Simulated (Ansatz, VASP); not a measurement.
# TaN in VASP and in Ansatz

File INCAR:

```
SYSTEM = TaN
PREC = Accurate ; ENCUT = 520
EDIFF = 1E-6 ; ISMEAR = -1
SIGMA = 0.01 ; LREAL = .False.
LASPH = .True. ; NELM = 100
ALGO = Normal ; ISIF = 2
LWAVE = .False. ; LCHARG = .False.
GGA = PE ; NBANDS = 33
```

KPOINTS

```
Automatic mesh
0
Gamma
  6 6 9
  0 0 0
```

File POSCAR:

```
TaN
1.0
    5.2132634551      0.0000000000      0.0000000000
   -2.6066317275      4.5148185887      0.0000000000
    0.0000000000      0.0000000000      2.9206711674
Ta N
3 3
Direct
    0.3333333333      0.6666666667      0.5000000000
    0.6666666667      0.3333333333      0.5000000000
    0.0000000000      0.0000000000      0.0000000000
    0.3928500000      0.0000000000      0.0000000000
    0.6071500000      0.6071500000      0.0000000000
    0.0000000000      0.3928500000      0.0000000000
```

Input for Ansatz:

```yaml
crystal:
  lattice:
    - [5.2132634551, 0.0, 0.0]
    - [-2.6066317275, 4.5148185887, 0.0]
    - [0.0, 0.0, 2.9206711674]
  atoms:
    - { symbol: Ta, position: [0.3333333333, 0.6666666667, 0.5] }
    - { symbol: Ta, position: [0.6666666667, 0.3333333333, 0.5] }
    - { symbol: Ta, position: [0.0, 0.0, 0.0] }
    - { symbol: "N", position: [0.39285, 0.0, 0.0] }
    - { symbol: "N", position: [0.60715, 0.60715, 0.0] }
    - { symbol: "N", position: [0.0, 0.39285, 0.0] }
kpoints:
  mp_grid: { grid: [6, 6, 9] }
  band_path:
    path:
      - [0.0, 0.0, 0.0]
      - [0.5, 0.0, 0.0]
      - [0.3333333333, 0.3333333333, 0.0]
      - [0.0, 0.0, 0.0]
      - [0.0, 0.0, 0.5]
      - [0.5, 0.0, 0.5]
      - [0.3333333333, 0.3333333333, 0.5]
      - [0.0, 0.0, 0.5]
      - [0.5, 0.0, 0.5]
    npoints: 5
scf:
  occupations: { method: fermi_dirac, width: 0.01 }
hamiltonian:
  xc: pbe
  pseudopotentials: { kind: all_electron, lapw: { basis_error: 0.001 } }
output:
  forces: true
  stress: true
  eigenvalues: true
```

Change from the starting cell: volume scaled by 1.01.

Alike in both runs: task single point; functional PBE; k mesh 6 × 6 × 9; occupations fermi-dirac, width 0.01 eV; no spin polarisation.

```csv
,VASP,Ansatz
version,VASP 6.6.1,Ansatz 0.2.0
potentials or method,"VASP PAW PBE potentials, release 64 (Ta_pv, N), cutoff 520 eV","all-electron LAPW, scalar-relativistic"
```

|  | VASP | Ansatz | Ansatz less VASP |
| --- | --- | --- | --- |
| pressure (GPa) | 2.4 | 1.8 | -0.60 |
| traceless stress, the component that is largest in VASP (GPa) | -0.38 | -0.20 | +0.180 |
| rms of the force components (eV/Å) | 0.006 | 0.000 | -0.0055 |

Atom by atom the forces differ by 0.006 eV/Å (rms over components). Ansatz ran all-electron here, and VASP with PAW potentials.

Spin-orbit coupling is off throughout.
